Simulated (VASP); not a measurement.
As7Ir, 8 atoms in the cell. Symmetry: P6/mmm, No. 191, hexagonal system. Conventional cell: a = 7.974 Å, b = 7.974 Å, c = 4.563 Å, α = 90.00°, β = 90.00°, γ = 120.00°. Within 3.1 Å of As (site symmetry m2m) lie 4 As at 2.33 to 2.82 Å. Within 3.0 Å of As (site symmetry 6/mmm) lie 2 Ir at 2.28 Å and 6 As at 2.82 Å. Ir (site symmetry 6/mmm) has 2 As at 2.28 Å within 3.0 Å. The cell was generated, and may not be a known phase.

| Item | Value |
| --- | --- |
| Program | VASP 6.6.1 |
| Task | single point |
| Functional | PBE |
| Potentials or basis | VASP PAW PBE potentials, release 64 (As, Ir) |
| Cutoff | 520 eV |
| k mesh | 3 × 3 × 4 |
| Occupations | gaussian, width 0.1 eV |
| Spin | no spin polarisation |
| Dipole correction | no |
| Further INCAR settings | ALGO = Normal; EDIFF = 1e-06; NBANDS = 32 |

Potentials or basis: VASP PAW PBE potentials, release 64 (As, Ir).

Command:

```bash
$ cat potpaw_PBE.64/As/POTCAR potpaw_PBE.64/Ir/POTCAR > POTCAR
$ mpirun -np 1 vasp_std > vasp.out
```

Hardware: 1 thread of Intel(R) Xeon(R) 6975P-C (Granite Rapids), with other jobs on the host.

Q: Estimate the wall time of this run.

A: Wall time 48 s on 1 thread of Intel(R) Xeon(R) 6975P-C (Granite Rapids), with other jobs on the host, peak memory 0.35 GiB. Counts: scf iterations 15, k points 9.
